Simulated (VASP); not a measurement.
# Si (Fd-3m) in VASP: notebook

Aim: see how the results for Si move with the level of theory and the settings. Levels: r2SCAN, HSE06. Tasks: single point.

Everything below comes from runs of VASP 6.6.1. Logs are shortened: lines on timing, memory, paths and dates and some standing lists are left out, and cuts for length are marked.

### 1 The cell of the first run

The structure is cubic, space group Fd-3m (No. 227). Conventional cell: a = 5.444 Å, b = 5.444 Å, c = 5.444 Å, α = 90.00°, β = 90.00°, γ = 90.00°. Si (site symmetry -43m) has 4 Si at 2.36 Å within 3.1 Å.

### 2 Single point, r2SCAN

The input, POSCAR:

```
Si
1.0
    0.0000000000      2.7221188962      2.7221188962
    2.7221188962      0.0000000000      2.7221188962
    2.7221188962      2.7221188962      0.0000000000
Si
2
Direct
    0.0000000000      0.0000000000      0.0000000000
    0.2500000000      0.2500000000      0.2500000000
```

The input, INCAR.step1:

```
PREC = Accurate ; ENCUT = 520
ISMEAR = 0 ; SIGMA = 0.01
LREAL = False ; LASPH = True
NELM = 60 ; NBANDS = 11
GGA = PE ; ALGO = Normal
EDIFF = 1E-4 ; LWAVE = True
LCHARG = False
```

The input, INCAR.step2:

```
PREC = Accurate ; ENCUT = 520
EDIFF = 1E-7 ; ISMEAR = 0
SIGMA = 0.01 ; LREAL = False
LASPH = True ; NELM = 60
ALGO = Normal ; ISIF = 2
LWAVE = False ; LCHARG = False
METAGGA = R2SCAN ; LMIXTAU = True
NBANDS = 11 ; ISTART = 1
```

The input, KPOINTS:

```
regular mesh
0
Gamma
  6 6 6
```

Potentials or basis: VASP PAW PBE potentials, release 64 (Si).

Run with:

```sh
> cat potpaw_PBE.64/Si/POTCAR > POTCAR
> cp INCAR.step1 INCAR
> mpirun -np 1 vasp_std > vasp.out
> cp INCAR.step2 INCAR
> mpirun -np 1 vasp_std > vasp.out
```

OUTCAR:

```text
PREC = Accurate
   ENCUT = 520
   EDIFF = 1E-7
   ISMEAR = 0
   LREAL = False
   LASPH = True
   NELM = 60
   ISIF = 2
   METAGGA = R2SCAN
   ISTART = 1

 ion  position               nearest neighbor table
   1  0.000  0.000  0.000-   2 2.36   2 2.36   2 2.36   2 2.36
   2  0.250  0.250  0.250-   1 2.36   1 2.36   1 2.36   1 2.36

  LATTYP: Found a face centered cubic cell.
 ALAT       =     5.4442377924

  Lattice vectors:

 A1 = (   0.0000000000,   2.7221188962,   2.7221188962)
 A2 = (   2.7221188962,   0.0000000000,   2.7221188962)
 A3 = (   2.7221188962,   2.7221188962,   0.0000000000)

Analysis of symmetry for initial positions (statically):
=====================================================================
 Subroutine PRICEL returns:
 Original cell was already a primitive cell.

 Routine SETGRP: Setting up the symmetry group for a
 face centered cubic supercell.

 Subroutine GETGRP returns: Found 48 space group operations
 (whereof 24 operations were pure point group operations)
 out of a pool of 48 trial point group operations.

The static configuration has the point symmetry T_d .
 The point group associated with its full space group is O_h .

Analysis of symmetry for dynamics (positions and initial velocities):
=====================================================================
 Subroutine PRICEL returns:
 Original cell was already a primitive cell.

 Routine SETGRP: Setting up the symmetry group for a
 face centered cubic supercell.

 Subroutine GETGRP returns: Found 48 space group operations
 (whereof 24 operations were pure point group operations)
 out of a pool of 48 trial point group operations.

The dynamic configuration has the point symmetry T_d .
 The point group associated with its full space group is O_h .

 Subroutine INISYM returns: Found 48 space group operations
 (whereof 24 operations are pure point group operations),
 and found     1 'primitive' translations

----------------------------------------------------------------------------------------

                                     Primitive cell

  volume of cell :      40.3414

  direct lattice vectors                    reciprocal lattice vectors
     0.000000000  2.722118896  2.722118896    -0.183680441  0.183680441  0.183680441
     2.722118896  0.000000000  2.722118896     0.183680441 -0.183680441  0.183680441
     2.722118896  2.722118896  0.000000000     0.183680441  0.183680441 -0.183680441

  length of vectors
     3.849657461  3.849657461  3.849657461     0.318143857  0.318143857  0.318143857

  position of ions in fractional coordinates (direct lattice)
     0.000000000  0.000000000  0.000000000
     0.250000000  0.250000000  0.250000000

  ion indices of the primitive-cell ions
   primitive index   ion index
                 1           1
                 2           2

----------------------------------------------------------------------------------------

 KPOINTS: regular mesh

Automatic generation of k-mesh.
 Grid dimensions read from file:
 generate k-points for:    6    6    6

 Generating k-lattice:

  Cartesian coordinates                     Fractional coordinates (reciprocal lattice)
    -0.030613407  0.030613407  0.030613407     0.166666667  0.000000000  0.000000000
     0.030613407 -0.030613407  0.030613407     0.000000000  0.166666667  0.000000000
     0.030613407  0.030613407 -0.030613407     0.000000000  0.000000000  0.166666667

  Length of vectors
     0.053023976  0.053023976  0.053023976

  Shift w.r.t. Gamma in fractional coordinates (k-lattice)
     0.000000000  0.000000000  0.000000000

 Subroutine IBZKPT returns following result:
 ===========================================

 Found     16 irreducible k-points:

 Following reciprocal coordinates:
            Coordinates               Weight
  0.000000  0.000000  0.000000      1.000000
  0.166667  0.000000  0.000000      8.000000
  0.333333  0.000000  0.000000      8.000000
  0.500000  0.000000  0.000000      4.000000
  0.166667  0.166667  0.000000      6.000000
  0.333333  0.166667  0.000000     24.000000
[... 8 lines left out ...]
 -0.333333  0.333333  0.166667     24.000000
 -0.333333  0.500000  0.166667     12.000000
   k-points           NKPTS =     16   k-points in BZ     NKDIM =     16   number of bands    NBANDS=     11
   number of dos      NEDOS =    301   number of ions     NIONS =      2
   total plane-waves  NPLWV =  27000
   dimension x,y,z NGX =    30 NGY =   30 NGZ =   30
   dimension x,y,z NGXF=    60 NGYF=   60 NGZF=   60
   ions per type =               2
   NGX,Y,Z   is equivalent  to a cutoff of  12.96, 12.96, 12.96 a.u.
   NGXF,Y,Z  is equivalent  to a cutoff of  25.91, 25.91, 25.91 a.u.
 SYSTEM =  unknown system
   PREC   = accura    normal or accurate (medium, high low for compatibility)
   ISTART =      1    job   : 0-new  1-cont  2-samecut
   ICHARG =      0    charge: 1-file 2-atom 10-const
   ISPIN  =      1    spin polarized calculation?
   LNONCOLLINEAR =      F non collinear calculations
   LSORBIT =      F    spin-orbit coupling
   LASPH  =      T    aspherical Exc in radial PAW
   ENCUT  =  520.0 eV  38.22 Ry    6.18 a.u.   7.16  7.16  7.16*2*pi/ulx,y,z
   NELM   =     60;   NELMIN=  2; NELMDL=  0     # of ELM steps
   EDIFF  = 0.1E-06   stopping-criterion for ELM
   LREAL  =      F    real-space projection
   EDIFFG = 0.1E-05   stopping-criterion for IOM
   NSW    =      0    number of steps for IOM
   IBRION =     -1    ionic relax: 0-MD 1-quasi-New 2-CG
   NFREE  =      0    steps in history (QN), initial steepest desc. (CG)
   ISIF   =      2    stress and relaxation
   ISYM   =      2    0-nonsym 1-usesym 2-fastsym
   POTIM  = 0.5000    time-step for ionic-motion
   TEBEG  =    0.0;   TEEND  =   0.0 temperature during run
   PSTRESS=    0.0 pullay stress
   NELECT =       8.0000    total number of electrons
   NUPDOWN=      -1.0000    fix difference up-down
   EMIN   =  10.00;   EMAX   =-10.00  energy-range for DOS
   EFERMI =   0.00;   METHOD = LEGACY
   ISMEAR =     0;   SIGMA  =   0.01  broadening in eV -4-tet -1-fermi 0-gaus
   EFERMI_NEDOS =   21; number of points for ismear=-14 and -15
   IALGO  =     38    algorithm
   IMIX   =      4    mixing-type and parameters
     AMIX     =   0.40;   BMIX     =  1.00
     AMIX_MAG =   1.60;   BMIX_MAG =  1.00
  volume/ion in A,a.u.               =      20.17       136.12
  Fermi-wavevector in a.u.,A,eV,Ry     =   0.954672  1.804069 12.400344  0.911400
  Thomas-Fermi vector in A             =   2.083440
   LORBIT       =      0    0 simple, 1 ext, 2 COOP (PROOUT), +10 PAW based schemes
   METAGGA = R2SCAN    functional components
   LHFCALC =     F    Hartree Fock is set to
   AEXX    =    0.0000 exact exchange contribution
   IVDW    =     0    specifies the selected vdW correction
   LEPSILON=     F    determine dielectric tensor
   LRPA    =     F    only Hartree local field effects (RPA)
 non-spin polarized calculation
 Gauss-broadening in eV      SIGMA  =   0.01
  energy-cutoff  :      520.00
  volume of cell :       40.34
 maximum number of plane-waves:      1106
 NGX is ok and might be reduce to    30
   NGX = 15   NGY = 15   NGZ = 15

 number of electron       8.0000001 magnetization

 Free energy of the ion-electron system (eV)
  ---------------------------------------------------
  ext. energy  EPLUGINS =         0.00000000
  ---------------------------------------------------
  free energy    TOTEN  =       -17.52896739 eV

  energy without entropy =      -17.52896739  energy(sigma->0) =      -17.52896739

 E-fermi :   5.7146     XC(G=0):  -9.8218

 val. band max:        5.6682726832   @ k =   0.0000   0.0000   0.0000
 cond. band min:       6.6001694005   @ k =   0.5000   0.5000   0.0000
 fundamental gap:      0.9318967173
 Fermi energy:         5.7145947551

 k-point     1 :       0.0000    0.0000    0.0000
  band No.  band energies     occupation
      1      -6.8052      2.00000
      2       5.6683      2.00000
      3       5.6683      2.00000
      4       5.6683      2.00000
      5       8.4217      0.00000
      6       8.4217      0.00000
      7       8.4217      0.00000
      8       9.5667      0.00000
      9      13.7879      0.00000
     10      13.7879      0.00000
     11      14.3315      0.00000

 k-point     2 :       0.1667    0.0000    0.0000
  band No.  band energies     occupation
      1      -6.4274      2.00000
      2       3.2232      2.00000
      3       5.1952      2.00000
      4       5.1952      2.00000
      5       8.3170      0.00000
      6       9.1042      0.00000
      7       9.1042      0.00000
      8      11.6417      0.00000
      9      13.1613      0.00000
     10      13.1613      0.00000
     11      15.4598      0.00000

 k-point     3 :       0.3333    0.0000    0.0000
  band No.  band energies     occupation
      1      -5.3660      2.00000
      2       0.1419      2.00000
      3       4.6128      2.00000
      4       4.6128      2.00000
      5       7.7489      0.00000
      6       9.4269      0.00000
      7       9.4269      0.00000
      8      14.1270      0.00000
      9      14.1270      0.00000
     10      14.1299      0.00000
     11      15.4863      0.00000
[... 155 lines left out ...]
 k-point    15 :      -0.3333    0.3333    0.1667
  band No.  band energies     occupation
      1      -3.3819      2.00000
      2      -1.4418      2.00000
      3       1.5170      2.00000
      4       2.7959      2.00000
      5       9.3145      0.00000
      6       9.5485      0.00000
      7      12.1933      0.00000
      8      12.6545      0.00000
      9      13.7211      0.00000
     10      17.4517      0.00000
     11      18.3685      0.00000

 k-point    16 :      -0.3333    0.5000    0.1667
  band No.  band energies     occupation
      1      -2.3413      2.00000
      2      -2.3413      2.00000
      3       1.8849      2.00000
      4       1.8849      2.00000
      5       8.6959      0.00000
      6       8.6959      0.00000
      7      12.9011      0.00000
      8      12.9011      0.00000
      9      16.9051      0.00000
     10      16.9051      0.00000
     11      19.4075      0.00000

------------------------ aborting loop because EDIFF is reached ----------------------------------------

  FORCE on cell =-STRESS in cart. coord.  units (eV):
  Direction    XX          YY          ZZ          XY          YZ          ZX
  --------------------------------------------------------------------------------------
  -------------------------------------------------------------------------------------
  Total       -0.0449720     -0.0449720     -0.0449720      0.0000000      0.0000000     -0.0000000
  in kB       -1.7860837     -1.7860837     -1.7860837      0.0000000      0.0000000     -0.0000000
  external PRESSURE =      -1.7860837 kB  Pullay stress =       0.0000000 kB

 VOLUME and BASIS-vectors are now :
 -----------------------------------------------------------------------------
  energy-cutoff  :      520.00
  volume of cell :       40.34
      direct lattice vectors                 reciprocal lattice vectors
     0.000000000  2.722118896  2.722118896    -0.183680441  0.183680441  0.183680441
     2.722118896  0.000000000  2.722118896     0.183680441 -0.183680441  0.183680441
     2.722118896  2.722118896  0.000000000     0.183680441  0.183680441 -0.183680441

 POSITION                                       TOTAL-FORCE (eV/Angst)
 -----------------------------------------------------------------------------------
      0.00000      0.00000      0.00000        -0.000000     -0.000000      0.000000
      1.36106      1.36106      1.36106         0.000000      0.000000     -0.000000
 -----------------------------------------------------------------------------------
    total drift:                               -0.000000     -0.000000     -0.000000

  FREE ENERGIE OF THE ION-ELECTRON SYSTEM (eV)
  ---------------------------------------------------
  free  energy   TOTEN  =       -17.5289673888 eV

  energy  without entropy=      -17.5289673888  energy(sigma->0) =      -17.52896739
```

Wall time 45 s (1 thread of AMD EPYC 7R43 (Zen 3), shared host); peak memory 0.12 GiB.

What came out:

| Item | Value |
| --- | --- |
| Free energy | -17.5290 eV |
| Pressure | -0.2 GPa |
| Band gap on the k mesh | 0.93 eV (least direct gap 2.75 eV) |

Levels at points of the mesh, in eV from the valence-band top:
| k point | band 2 | band 3 | band 4 | band 5 | band 6 | band 7 |
| --- | --- | --- | --- | --- | --- | --- |
| (0.00, 0.00, 0.00) | 0.00 | 0.00 | 0.00 | 2.75 | 2.75 | 2.75 |
| (0.50, 0.00, 0.00) | -7.23 | -1.27 | -1.27 | 1.86 | 3.59 | 3.59 |
| (0.50, 0.50, 0.00) | -8.13 | -2.99 | -2.99 | 0.93 | 0.93 | 10.81 |

Caveat: the PAW data sets were made with another functional, which shifts forces and pressure a little.

### 3 Single point, HSE06

POSCAR is that of step 2.

The input, INCAR.step1:

```
SYSTEM = Si
PREC = Accurate
ENCUT = 520
EDIFF = 1E-5
ISMEAR = 0
SIGMA = 0.01
LREAL = .False.
LASPH = .True.
NELM = 100
ALGO = Normal
ISIF = 2
LWAVE = .True.
LCHARG = .False.
GGA = PE
NBANDS = 11
```

The input, INCAR.step2:

```
SYSTEM = Si
PREC = Accurate
ENCUT = 520
EDIFF = 1E-6
ISMEAR = 0
SIGMA = 0.01
LREAL = .False.
LASPH = .True.
NELM = 100
ALGO = Normal
ISIF = 2
LWAVE = .False.
LCHARG = .False.
GGA = PE
LHFCALC = .True.
HFSCREEN = 0.2079
PRECFOCK = Normal
ISTART = 1
NBANDS = 11
```

The input, KPOINTS:

```
Automatic mesh
0
Gamma
  6 6 6
  0 0 0
```

Potentials or basis: VASP PAW PBE potentials, release 64 (Si).

Run with:

```sh
> cat potpaw_PBE.64/Si/POTCAR > POTCAR
> cp INCAR.step1 INCAR
> mpirun -np 1 vasp_std > vasp.out
> cp INCAR.step2 INCAR
> mpirun -np 1 vasp_std > vasp.out
```

It took 15 min on 1 thread of AMD EPYC 7R43 (Zen 3), shared host; peak memory 0.24 GiB.

It converged, with:

* Free energy: -12.5327 eV
* Pressure: -0.5 GPa
* Band gap on the k mesh: 1.31 eV (least direct gap 3.32 eV)

Levels at points of the mesh, in eV from the valence-band top:
```tsv
k point	band 2	band 3	band 4	band 5	band 6	band 7
(0.00, 0.00, 0.00)	0.00	0.00	0.00	3.32	3.32	3.32
(0.50, 0.00, 0.00)	-7.67	-1.30	-1.30	2.22	4.14	4.14
(0.50, 0.50, 0.00)	-8.64	-3.11	-3.11	1.31	1.31	11.42
```

Caveat: the PAW data sets were made with another functional, which shifts forces and pressure a little.
